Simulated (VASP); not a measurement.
Write the native input for VASP 6.6.1 that does the following.

| Property | Result |
| --- | --- |
| Task | relaxation of cell and atoms |
| Functional | PBE |
| Potentials or basis | VASP PAW PBE potentials, release 64 (Ta_pv, C, N) |
| Cutoff | 600 eV |
| k mesh | 3 × 3 × 4 |
| Occupations | gaussian, width 0.2 eV |
| Spin | no spin polarisation |
| Dipole correction | no |
| Further INCAR settings | ALGO = Normal; EDIFF = 1e-06; IBRION = 2; EDIFFG = -0.08; NSW = 36; ISIF = 3 |

The structure of TaC6N lies in POSCAR:

```
TaC6N
1.0
    5.7728760300      0.0000000000      0.0000000000
    0.0000000000      5.7728760300      0.0000000000
    0.0000000000      0.0000000000      4.1580083200
Ta C N
1 6 1
Direct
    0.0000000000      0.0000000000      0.5000000000
    0.5000000000      0.0000000000      0.5000000000
    0.0000000000      0.5000000000      0.5000000000
    0.2347290000      0.7652710000      0.0000000000
    0.7652710000      0.2347290000      0.0000000000
    0.2347290000      0.2347290000      0.0000000000
    0.7652710000      0.7652710000      0.0000000000
    0.5000000000      0.5000000000      0.5000000000
```

The cell was built from a structure type or drawn by symmetry, and may not be a known phase.

One way to write it, as run:

INCAR

```
SYSTEM = TaC6N
PREC = Accurate
ENCUT = 600
EDIFF = 1E-6
ISMEAR = 0
SIGMA = 0.2
LREAL = .FALSE.
LASPH = .TRUE.
NELM = 80
ALGO = Normal
ISIF = 3
LWAVE = .FALSE.
LCHARG = .FALSE.
GGA = PE
IBRION = 2
NSW = 36
EDIFFG = -0.08
```

KPOINTS

```
Automatic mesh
0
G
  3 3 4
  0 0 0
```

Potentials or basis: VASP PAW PBE potentials, release 64 (Ta_pv, C, N).

Command:

```bash
$ cat potpaw_PBE.64/Ta_pv/POTCAR potpaw_PBE.64/C/POTCAR potpaw_PBE.64/N/POTCAR > POTCAR
$ mpirun -np 1 vasp_std > vasp.out
```

Results of the run:

```
Relaxed volume                        : 10.03 Å³/atom
Relaxed cell                          : a = 4.185 Å, b = 4.185 Å, c = 4.584 Å, α = 90.00°, β = 90.00°, γ = 90.00°
Space group after relaxing (to 0.1 Å) : P4/mmm (No. 123)
Energy gained by relaxing             : 2369.4 meV/atom
Ionic steps                           : 20
Pressure after relaxing               : -0.8 GPa
Largest force after relaxing          : 0.045 eV/Å
Band gap on the k mesh                : zero (bands 20 and 21 overlap by 0.24 eV)
```

Caveat: the k points lie up to 0.50 Å⁻¹ apart in the final cell; the volume moved by over 15 % at a fixed basis, so the end points are rough; spin-orbit coupling is left out, which moves the levels of the heavy elements; the relaxation stopped at a loose force limit of 0.08 eV/Å, so its end isn't a converged minimum.

It took 22 min on 1 thread of Intel Xeon 8259CL, on a shared host, peak memory 0.32 GiB.
